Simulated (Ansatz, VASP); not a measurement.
**One calculation of Zn5S3O2, two programs**

```
CELL_PARAMETERS angstrom
0.00000 -3.64946 0.00000
3.64946 0.00000 0.00000
-1.82473 1.82473 12.49371
ATOMIC_POSITIONS crystal
Zn 0.69309 0.69309 0.38618
Zn 0.11451 0.11451 0.22903
Zn 0.50000 0.50000 0.00000
Zn 0.88549 0.88549 0.77097
Zn 0.30691 0.30691 0.61382
S 0.05731 0.55731 0.11462
S 0.44269 0.94269 0.88538
S 0.25000 0.75000 0.50000
O 0.84628 0.34628 0.69257
O 0.65372 0.15372 0.30743
```

Alike in both runs: task single point; functional PBE; k mesh 4 × 4 × 4; occupations gaussian, width 0.1 eV; no spin polarisation.

```csv
,VASP,Ansatz
version,VASP 6.6.1,Ansatz 0.2.0
potentials or method,"VASP PAW PBE potentials, release 64 (Zn, S, O), cutoff 520 eV","scalar-relativistic, plane waves, PAW"
valence electrons in the cell,90,90
```

VASP gave:

| Quantity | Value |
| --- | --- |
| gap on the k mesh at the Fermi level (eV) | 0.83 |
| least direct gap on the mesh (eV) | 0.83 |
| pressure (GPa) | 0.4 |
| traceless stress, the component that is largest in VASP (GPa) | -0.25 |
| rms of the force components (eV/Å) | 0.010 |

Which values does Ansatz return?

gap on the k mesh at the Fermi level (eV): 0.84; least direct gap on the mesh (eV): 0.84; pressure (GPa): 0.1; traceless stress, the component that is largest in VASP (GPa): -0.22; rms of the force components (eV/Å): 0.002.

Atom by atom the forces differ by 0.008 eV/Å (rms over components).

The k mesh is coarse, so the values compare programs but aren't converged.
